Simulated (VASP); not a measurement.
Write the native input for VASP 6.6.1 that does the following.

- Task: single point
- Functional: LDA
- Potentials or basis: VASP PAW LDA potentials, release 64 (O)
- Cutoff: 600 eV
- k mesh: 8 × 8 × 8
- Occupations: fermi-dirac, width 0.05 eV
- Spin: no spin polarisation
- Dipole correction: no
- Further INCAR settings: ALGO = Normal; EDIFF = 1e-06; NBANDS = 13

The structure of O lies in POSCAR:

```
O
1.0
    1.4137970276      0.8162565855      3.3854248141
   -1.4137970276      0.8162565855      3.3854248141
    0.0000000000     -1.6325121777      3.3854248141
O
2
Direct
    0.0577000000      0.0577000000      0.0577000000
    0.9423000000      0.9423000000      0.9423000000
```

These files were run (other wordings do the same):

INCAR

```
PREC = Accurate
ENCUT = 600
EDIFF = 1E-6
ISMEAR = -1
SIGMA = 0.05
LREAL = F
LASPH = T
NELM = 120
ALGO = Normal
ISIF = 2
LWAVE = F
LCHARG = F
GGA = CA
NBANDS = 13
GGA_COMPAT = F
```

KPOINTS

```
Automatic mesh
0
Gamma
  8 8 8
```

Potentials or basis: VASP PAW LDA potentials, release 64 (O).

Command:

```console
$ cat potpaw_LDA.64/O/POTCAR > POTCAR
$ mpirun -np 1 vasp_std > vasp.out
```

Results of the run:

```json
{"Pressure": "4.0 GPa", "Largest force": "4.306 eV/Å", "Band gap on the k mesh": "zero (bands 6 and 7 overlap by 1.34 eV)"}
```

Caveat: the standard files for N, O and F lose accuracy on very short bonds; spin is off for a triplet molecule; the cell stands under pressure; forces of over 1 eV/Å act on the atoms, so gaps and moduli don't describe the material at rest.

It took 20 s on 1 thread of Intel(R) Xeon(R) Platinum 8375C CPU @ 2.90GHz (Ice Lake), with other jobs on the host, peak memory 0.14 GiB.
